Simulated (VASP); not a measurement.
# Ge (P6_3/mmc) in VASP: further runs

Runs on Ge. Level: PBE. Tasks: single point, relaxation of cell and atoms.

Program: VASP 6.6.1. These are calculated values, not measurements. Logs are shortened: lines on timing, memory, paths and dates and some standing lists are left out, and cuts for length are marked.

## Step 1: The cell of the first run

The structure is hexagonal, space group P6_3/mmc (No. 194). Conventional cell: a = 3.005 Å, b = 3.005 Å, c = 5.104 Å, α = 90.00°, β = 90.00°, γ = 120.00°. Ge (site symmetry -6m2) has 12 Ge at 3.01 to 3.09 Å within 4.0 Å.

This isn't the form of Ge at room conditions, which is diamond.

## Step 2: Single point, PBE (19.96 Å³/atom)

Contents of INCAR:

```
ALGO = Normal ; EDIFF = 1E-6
ENCUT = 520 ; GGA = PE
ISIF = 2 ; ISMEAR = -1
LASPH = T ; LCHARG = F
LREAL = F ; LWAVE = F
NBANDS = 21 ; NELM = 80
PREC = Accurate ; SIGMA = 0.05
```

Contents of KPOINTS:

```
k-points
0
Gamma
  15 15 8
```

Contents of POSCAR:

```
Ge
1.0
    3.0054312284      0.0000000000      0.0000000000
   -1.5027156142      2.6027797931      0.0000000000
    0.0000000000      0.0000000000      5.1035333278
Ge
2
Direct
    0.3333333333      0.6666666667      0.2500000000
    0.6666666667      0.3333333333      0.7500000000
```

Potentials or basis: VASP PAW PBE potentials, release 64 (Ge_d).

Started as:

```console
$ cat potpaw_PBE.64/Ge_d/POTCAR > POTCAR
$ mpirun -np 1 vasp_std > vasp.out
```

OUTCAR:

```text
EDIFF = 1E-6
   ENCUT = 520
   GGA = PE
   ISIF = 2
   ISMEAR = -1
   LASPH = T
   LREAL = F
   NELM = 80
   PREC = Accurate

 ion  position               nearest neighbor table
   1  0.333  0.667  0.250-
   2  0.667  0.333  0.750-

  LATTYP: Found a hexagonal cell.
 ALAT       =     3.0054312284
 C/A-ratio  =     1.6981035133

  Lattice vectors:

 A1 = (   3.0054312284,   0.0000000000,   0.0000000000)
 A2 = (  -1.5027156142,   2.6027797931,   0.0000000000)
 A3 = (   0.0000000000,   0.0000000000,   5.1035333278)

Analysis of symmetry for initial positions (statically):
=====================================================================
 Subroutine PRICEL returns:
 Original cell was already a primitive cell.

 Routine SETGRP: Setting up the symmetry group for a
 hexagonal supercell.

 Subroutine GETGRP returns: Found 24 space group operations
 (whereof 12 operations were pure point group operations)
 out of a pool of 24 trial point group operations.

The static configuration has the point symmetry D_3d.
 The point group associated with its full space group is D_6h.

Analysis of symmetry for dynamics (positions and initial velocities):
=====================================================================
 Subroutine PRICEL returns:
 Original cell was already a primitive cell.

 Routine SETGRP: Setting up the symmetry group for a
 hexagonal supercell.

 Subroutine GETGRP returns: Found 24 space group operations
 (whereof 12 operations were pure point group operations)
 out of a pool of 24 trial point group operations.

The dynamic configuration has the point symmetry D_3d.
 The point group associated with its full space group is D_6h.

 Subroutine INISYM returns: Found 24 space group operations
 (whereof 12 operations are pure point group operations),
 and found     1 'primitive' translations

----------------------------------------------------------------------------------------

                                     Primitive cell

  volume of cell :      39.9223

  direct lattice vectors                    reciprocal lattice vectors
     3.005431228  0.000000000  0.000000000     0.332730954  0.192102306  0.000000000
    -1.502715614  2.602779793  0.000000000     0.000000000  0.384204612  0.000000000
     0.000000000  0.000000000  5.103533328     0.000000000  0.000000000  0.195942680

[... 77 lines left out ...]
   ISPIN  =      1    spin polarized calculation?
   LNONCOLLINEAR =      F non collinear calculations
   LSORBIT =      F    spin-orbit coupling
   LASPH  =      T    aspherical Exc in radial PAW
   ENCUT  =  520.0 eV  38.22 Ry    6.18 a.u.   5.59  5.59  9.49*2*pi/ulx,y,z
   NELM   =     80;   NELMIN=  2; NELMDL= -5     # of ELM steps
   EDIFF  = 0.1E-05   stopping-criterion for ELM
   LREAL  =      F    real-space projection
   EDIFFG = 0.1E-04   stopping-criterion for IOM
   NSW    =      0    number of steps for IOM
   IBRION =     -1    ionic relax: 0-MD 1-quasi-New 2-CG
   NFREE  =      0    steps in history (QN), initial steepest desc. (CG)
   ISIF   =      2    stress and relaxation
   ISYM   =      2    0-nonsym 1-usesym 2-fastsym
   POTIM  = 0.5000    time-step for ionic-motion
   TEBEG  =    0.0;   TEEND  =   0.0 temperature during run
   PSTRESS=    0.0 pullay stress
   NELECT =      28.0000    total number of electrons
   NUPDOWN=      -1.0000    fix difference up-down
   EMIN   =  10.00;   EMAX   =-10.00  energy-range for DOS
   EFERMI =   0.00;   METHOD = LEGACY
   ISMEAR =    -1;   SIGMA  =   0.05  broadening in eV -4-tet -1-fermi 0-gaus
   EFERMI_NEDOS =   21; number of points for ismear=-14 and -15
   IALGO  =     38    algorithm
   IMIX   =      4    mixing-type and parameters
     AMIX     =   0.40;   BMIX     =  1.00
     AMIX_MAG =   1.60;   BMIX_MAG =  1.00
  volume/ion in A,a.u.               =      19.96       134.70
  Fermi-wavevector in a.u.,A,eV,Ry     =   1.454529  2.748662 28.785237  2.115655
  Thomas-Fermi vector in A             =   2.571669
   LORBIT       =      0    0 simple, 1 ext, 2 COOP (PROOUT), +10 PAW based schemes
   GGA     = PE    functional components
   LHFCALC =     F    Hartree Fock is set to
   AEXX    =    0.0000 exact exchange contribution
   IVDW    =     0    specifies the selected vdW correction
   LEPSILON=     F    determine dielectric tensor
   LRPA    =     F    only Hartree local field effects (RPA)
 non-spin polarized calculation
  energy-cutoff  :      520.00
  volume of cell :       39.92
 maximum number of plane-waves:      1099
 NGX is ok and might be reduce to    24
   NGX = 11   NGY = 11   NGZ = 19

 number of electron      28.0000016 magnetization

 Free energy of the ion-electron system (eV)
  ---------------------------------------------------
  ext. energy  EPLUGINS =         0.00000000
  ---------------------------------------------------
  free energy    TOTEN  =        -8.38185898 eV

  energy without entropy =       -8.37463602  energy(sigma->0) =       -8.37824750

 E-fermi :   6.1944     XC(G=0): -11.0195

 val. band max:        6.1929855687   @ k =   0.4667   0.0667   0.1250
 cond. band min:       6.1975110012   @ k =   0.2667   0.0000   0.2500
 fundamental gap:      0.0045254325
 Fermi energy:         6.1944023731

 k-point     1 :       0.0000    0.0000    0.0000
  band No.  band energies     occupation
      1     -18.5318      2.00000
      2     -18.5267      2.00000
      3     -18.5239      2.00000
      4     -18.5239      2.00000
      5     -18.5189      2.00000
      6     -18.5189      2.00000
[... 565 lines left out ...]
     20      18.4679      0.00000
     21      21.5009      0.00000

 [... further k-points ...]

------------------------ aborting loop because EDIFF is reached ----------------------------------------

  FORCE on cell =-STRESS in cart. coord.  units (eV):
  Direction    XX          YY          ZZ          XY          YZ          ZX
  --------------------------------------------------------------------------------------
  -------------------------------------------------------------------------------------
  Total       -0.4602048     -0.4602048     -0.4607899      0.0000000      0.0000000     -0.0000000
  in kB      -18.4691351    -18.4691351    -18.4926177      0.0000000      0.0000000     -0.0000000
  external PRESSURE =     -18.4769626 kB  Pullay stress =       0.0000000 kB

 VOLUME and BASIS-vectors are now :
 -----------------------------------------------------------------------------
  energy-cutoff  :      520.00
  volume of cell :       39.92
      direct lattice vectors                 reciprocal lattice vectors
     3.005431228  0.000000000  0.000000000     0.332730954  0.192102306  0.000000000
    -1.502715614  2.602779793  0.000000000     0.000000000  0.384204612  0.000000000
     0.000000000  0.000000000  5.103533328     0.000000000  0.000000000  0.195942680

 POSITION                                       TOTAL-FORCE (eV/Angst)
 -----------------------------------------------------------------------------------
     -0.00000      1.73519      1.27588         0.000000      0.000000      0.000000
      1.50272      0.86759      3.82765        -0.000000     -0.000000      0.000000
 -----------------------------------------------------------------------------------
    total drift:                               -0.000000      0.000000      0.000000

  FREE ENERGIE OF THE ION-ELECTRON SYSTEM (eV)
  ---------------------------------------------------
  free  energy   TOTEN  =        -8.3818589833 eV

  energy  without entropy=       -8.3746360239  energy(sigma->0) =       -8.37824750
```

OSZICAR:

```text
N       E                     dE             d eps       ncg     rms          rms(c)
DAV:   1     0.176494976411E+03    0.17649E+03   -0.14342E+04  6500   0.373E+03
DAV:   2     0.158364622540E+02   -0.16066E+03   -0.15586E+03  5690   0.584E+02
DAV:   3    -0.772018084390E+01   -0.23557E+02   -0.23335E+02  6511   0.133E+02
DAV:   4    -0.839580699608E+01   -0.67563E+00   -0.67497E+00  6413   0.256E+01
DAV:   5    -0.840630044546E+01   -0.10493E-01   -0.10493E-01  6517   0.358E+00    0.142E+00
DAV:   6    -0.838923173126E+01    0.17069E-01   -0.18133E-02  7733   0.200E+00    0.775E-01
DAV:   7    -0.838210509791E+01    0.71266E-02   -0.11092E-02  7790   0.128E+00    0.776E-02
DAV:   8    -0.838184464883E+01    0.26045E-03   -0.96798E-04  6593   0.549E-01    0.269E-02
DAV:   9    -0.838185513528E+01   -0.10486E-04   -0.19262E-05  6569   0.500E-02    0.122E-02
DAV:  10    -0.838185924999E+01   -0.41147E-05   -0.21715E-06  5495   0.114E-02    0.398E-04
DAV:  11    -0.838185898332E+01    0.26667E-06   -0.93941E-08  3560   0.430E-03
   1 F= -.83818590E+01 E0= -.83782475E+01  d E =-.722296E-02
```

stdout:

```text
POSCAR found type information on POSCAR Ge
 POSCAR found :  1 types and       2 ions
 scaLAPACK will be used
 LDA part: xc-table for (Slater+PW92), standard interpolation
 POSCAR, INCAR and KPOINTS ok, starting setup
 FFT: planning ... GRIDC
 FFT: planning ... GRID_SOFT
 FFT: planning ... GRID
 WAVECAR not read
 entering main loop
```

It took 63 s on 1 thread of Intel Xeon 8259CL, shared host; peak memory 0.22 GiB.

Results:

* Free energy: -8.3819 eV
* Pressure: -1.8 GPa
* Band gap on the k mesh: zero (bands 14 and 15 overlap by 9.70 eV)

Levels at points of the mesh, in eV from the Fermi level:
| k point | band 11 | band 12 | band 13 | band 14 | band 15 | band 16 | band 17 | band 18 |
| --- | --- | --- | --- | --- | --- | --- | --- | --- |
| (0.00, 0.00, 0.00) | -12.71 | -8.22 | -5.29 | 6.94 | 6.94 | 7.84 | 8.58 | 8.58 |
| (0.00, 0.00, 0.50) | -11.32 | -11.32 | 0.56 | 0.56 | 7.79 | 7.79 | 7.79 | 7.79 |

## Step 3: Single point, PBE (20.54 Å³/atom)

This run uses another cell than the first one, of 20.54 Å³/atom.

Contents of INCAR:

```
SYSTEM = Ge
PREC = Accurate
ENCUT = 520
EDIFF = 1E-7
ISMEAR = -1
SIGMA = 0.05
LREAL = .False.
LASPH = .True.
NELM = 60
ALGO = Normal
ISIF = 2
LWAVE = .False.
LCHARG = .False.
GGA = PE
NBANDS = 21
```

Contents of KPOINTS:

```
regular mesh
0
Gamma
  15 15 8
  0 0 0
```

Contents of POSCAR:

```
Ge
1.0
    3.0343313785      0.0000000000      0.0000000000
   -1.5171656892      2.6278080573      0.0000000000
    0.0000000000      0.0000000000      5.1526087742
Ge
2
Direct
    0.3333333333      0.6666666667      0.2500000000
    0.6666666667      0.3333333333      0.7500000000
```

Potentials or basis: VASP PAW PBE potentials, release 64 (Ge_d).

Started as:

```console
$ cat potpaw_PBE.64/Ge_d/POTCAR > POTCAR
$ mpirun -np 1 vasp_std > vasp.out
```

It took 71 s on 1 thread of Intel Xeon 8259CL, shared host; peak memory 0.22 GiB.

Results (log left out):

| Quantity | Value |
| --- | --- |
| Free energy | -8.3634 eV |
| Pressure | -3.4 GPa |
| Band gap on the k mesh | zero (bands 14 and 15 overlap by 9.39 eV) |

Levels at points of the mesh, in eV from the Fermi level:
```
           k point  band 10  band 11  band 12  band 13  band 14  band 15  band 16  band 17  band 18  band 19
(0.00, 0.00, 0.00)   -24.66   -12.50    -8.17    -5.14     6.72     6.72     7.59     8.31     8.31    11.48
(0.00, 0.00, 0.50)   -24.67   -11.14   -11.14     0.53     0.53     7.54     7.54     7.54     7.54    12.56
```

Caveat: the cell stands under tension.

## Step 4: Relaxation of cell and atoms, PBE

This run uses another cell than the first one, of 11.23 Å³/atom.

Contents of INCAR:

```
PREC = Accurate ; ENCUT = 600
EDIFF = 1E-6 ; ISMEAR = -1
SIGMA = 0.05 ; LREAL = False
LASPH = True ; NELM = 80
ALGO = Normal ; ISIF = 3
LWAVE = False ; LCHARG = False
GGA = PE ; IBRION = 2
NSW = 100 ; EDIFFG = -0.005
```

Contents of KPOINTS:

```
Automatic mesh
0
Gamma
  15 15 8
```

Contents of POSCAR:

```
Ge
1.0
    2.5202003676      0.0000000000      0.0000000000
   -1.2601001838      2.1825575410      0.0000000000
    0.0000000000      0.0000000000      4.0827245956
Ge
2
Direct
    0.3333333333      0.6666666667      0.2500000000
    0.6666666667      0.3333333333      0.7500000000
```

Started as:

```console
$ cat potpaw_PBE.64/Ge_d/POTCAR > POTCAR
$ mpirun -np 1 vasp_std > vasp.out
```

Run time: 6.9 min. Hardware: 1 thread of Intel Xeon 8259CL, shared host; peak memory 0.19 GiB.

Results (log left out):

- Free energy: -8.3648 eV
- Relaxed volume: 19.27 Å³/atom
- Relaxed cell: a = 2.971 Å, b = 2.971 Å, c = 5.040 Å, α = 90.00°, β = 90.00°, γ = 120.00°
- Space group after relaxing (to 0.1 Å): P6_3/mmc (No. 194)
- Energy gained by relaxing: 1804.0 meV/atom
- Ionic steps: 14
- Pressure after relaxing: 0.0 GPa
- Band gap on the k mesh: zero (bands 14 and 15 overlap by 10.08 eV)

Step by step:
```
step  energy change (eV)  largest force (eV/Å)  pressure (GPa)  volume (Å³)
   1              0.0000                0.0000          117.35        22.46
   2             -2.4442                0.0000          -11.65        61.19
   3             -3.5972                0.0000           -0.41        38.79
   4             -3.5975                0.0000            0.14        38.41
   5             -3.6043                0.0000            0.17        38.41
   6             -3.6077                0.0000            0.22        38.40
   7             -3.6078                0.0000            0.18        38.40
   8             -3.6078                0.0000            0.23        38.40
   9             -3.6079                0.0000           -0.08        38.57
  10             -3.6079                0.0000            0.04        38.53
  11             -3.6079                0.0000           -0.03        38.54
  12             -3.6079                0.0000           -0.05        38.53
  13             -3.6079                0.0000            0.01        38.53
  14             -3.6079                0.0000           -0.02        38.53
```

Final structure:
```yaml
crystal:
  lattice:
    - [2.97109, 0.00000, 0.00000]
    - [-1.48555, 2.57304, 0.00000]
    - [0.00000, 0.00000, 5.04012]
  atoms:
    - { symbol: Ge, position: [0.33333, 0.66667, 0.25000] }
    - { symbol: Ge, position: [0.66667, 0.33333, 0.75000] }
```

Levels at points of the mesh, in eV from the Fermi level:
| k point | band 11 | band 12 | band 13 | band 14 | band 15 | band 16 | band 17 | band 18 |
| --- | --- | --- | --- | --- | --- | --- | --- | --- |
| (0.00, 0.00, 0.00) | -12.98 | -8.27 | -5.49 | 7.19 | 7.19 | 8.18 | 8.90 | 8.90 |
| (0.00, 0.00, 0.50) | -11.54 | -11.54 | 0.62 | 0.62 | 8.09 | 8.09 | 8.09 | 8.09 |

Caveat: the volume moved by over 15 % at a fixed basis, so the end points are rough.

## Step 5: The runs side by side

| task | cell | cutoff (eV) | gap on the mesh (eV) | pressure (GPa) |
| --- | --- | --- | --- | --- |
| single point | a = 3.005, b = 3.005, c = 5.104 Å, angles 90.0, 90.0, 120.0°, 2 atoms | 520 | none | -1.8 |
| single point | a = 3.034, b = 3.034, c = 5.153 Å, angles 90.0, 90.0, 120.0°, 2 atoms | 520 | none | -3.4 |
| relaxation of cell and atoms | relaxed from a = 2.520, b = 2.520, c = 4.083 Å, angles 90.0, 90.0, 120.0°, 2 atoms | 600 | none | 0.0 |

Alike in all rows: level PBE; potentials or basis VASP PAW PBE potentials, release 64 (Ge_d); no spin polarisation; k mesh 15 × 15 × 8; smearing fermi-dirac 0.05 eV.

Caveats: the cell stands under tension (at least some runs); the volume moved by over 15 % at a fixed basis, so the end points are rough (at least some runs).

Total energies depend on the potentials used, so only differences within one code and one set of settings carry meaning.
